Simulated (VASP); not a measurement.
Write the native input for VASP 6.6.1 that does the following.

```yaml
Task: density of states
Functional: PBE
Potentials_or_basis: VASP PAW PBE potentials, release 64 (Na_pv, H)
Cutoff: 520 eV
k_mesh: 12 × 12 × 12
Occupations: fermi-dirac, width 0.08 eV
Spin: no spin polarisation
Dipole_correction: no
k_mesh_for_the_DOS: 18 × 18 × 18
Occupations_for_the_DOS: tetrahedron
Further_INCAR_settings: ALGO = Normal; EDIFF = 1e-07; NBANDS = 11
```

Crystal: NaH (CsCl type).

```
Na H
1.0
     2.27146    0.00000    0.00000
     0.00000    2.27146    0.00000
     0.00000    0.00000    2.27146
Na H
1 1
Cartesian
  0.0000 0.0000 0.0000
  1.1357 1.1357 1.1357
```

This cell differs from its parent crystal: volume scaled by 0.45.

The input as run:

POSCAR

```
NaH
1.0
    2.2714636606      0.0000000000      0.0000000000
    0.0000000000      2.2714636606      0.0000000000
    0.0000000000      0.0000000000      2.2714636606
Na H
1 1
Direct
    0.0000000000      0.0000000000      0.0000000000
    0.5000000000      0.5000000000      0.5000000000
```

INCAR.step1

```
SYSTEM = NaH
PREC = Accurate
ENCUT = 520
EDIFF = 1E-7
ISMEAR = -1
SIGMA = 0.08
LREAL = .False.
LASPH = .True.
NELM = 60
ALGO = Normal
ISIF = 2
LWAVE = .False.
LCHARG = .True.
GGA = PE
NBANDS = 11
```

KPOINTS.step1

```
regular mesh
0
Gamma
  12 12 12
  0 0 0
```

INCAR.step2

```
SYSTEM = NaH
PREC = Accurate
ENCUT = 520
EDIFF = 1E-7
ISMEAR = -5
SIGMA = 0.08
LREAL = .False.
LASPH = .True.
NELM = 60
ALGO = Normal
ISIF = 2
LWAVE = .False.
LCHARG = .False.
GGA = PE
LORBIT = 11
NBANDS = 11
NEDOS = 2001
ICHARG = 11
```

KPOINTS.step2

```
regular mesh
0
Gamma
  18 18 18
  0 0 0
```

Potentials or basis: VASP PAW PBE potentials, release 64 (Na_pv, H).

Run with:

```console
$ cat potpaw_PBE.64/Na_pv/POTCAR potpaw_PBE.64/H/POTCAR > POTCAR
$ cp INCAR.step1 INCAR
$ cp KPOINTS.step1 KPOINTS
$ mpirun -np 1 vasp_std > vasp.out
$ cp INCAR.step2 INCAR
$ cp KPOINTS.step2 KPOINTS
$ mpirun -np 1 vasp_std > vasp.out
```

It gave:

```
Valence electrons inside the program's atomic spheres : Na 6.24; H 0.68
```

Run time: 9.7 s on 1 thread of Intel(R) Xeon(R) 6975P-C (Granite Rapids) (shared host), peak memory 0.13 GiB.
